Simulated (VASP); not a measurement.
A run of VASP 6.6.1 is set up as follows.

File POSCAR:

```
Os
1.0
    2.7363086563      0.0000000000      0.0000000000
   -1.3681543282      2.3697128090      0.0000000000
    0.0000000000      0.0000000000      4.3224283917
Os
2
Direct
    0.3333333333      0.6666666667      0.2500000000
    0.6666666667      0.3333333333      0.7500000000
```

INCAR.step1

```
SYSTEM = Os
ALGO = Normal ; EDIFF = 1E-4
ENCUT = 520 ; GGA = PE
ISMEAR = 0 ; LASPH = .TRUE.
LCHARG = .FALSE. ; LREAL = .FALSE.
LWAVE = .TRUE. ; NBANDS = 15
NELM = 100 ; PREC = Accurate
SIGMA = 0.1
```

File INCAR.step2:

```
SYSTEM = Os
ALGO = Normal ; EDIFF = 1E-7
ENCUT = 520 ; ISIF = 2
ISMEAR = 0 ; ISTART = 1
LASPH = .TRUE. ; LCHARG = .FALSE.
LMIXTAU = .TRUE. ; LREAL = .FALSE.
LWAVE = .FALSE. ; METAGGA = R2SCAN
NBANDS = 15 ; NELM = 100
PREC = Accurate ; SIGMA = 0.1
```

File KPOINTS:

```
k-points
0
G
  18 18 10
  0 0 0
```

Potentials or basis: VASP PAW PBE potentials, release 64 (Os).

The run is started by

```sh
$ cat potpaw_PBE.64/Os/POTCAR > POTCAR
$ cp INCAR.step1 INCAR
$ mpirun -np 1 vasp_std > vasp.out
$ cp INCAR.step2 INCAR
$ mpirun -np 1 vasp_std > vasp.out
```

Task: Predict the band gap on the k mesh.

Result: Zero (bands 8 and 9 overlap by 4.07 eV).

Task: What does it give for the pressure?

Result: 1.0 GPa.

Caveat: the PAW data sets were made with another functional, which shifts forces and pressure a little; spin-orbit coupling is left out, which moves the levels of the heavy elements.
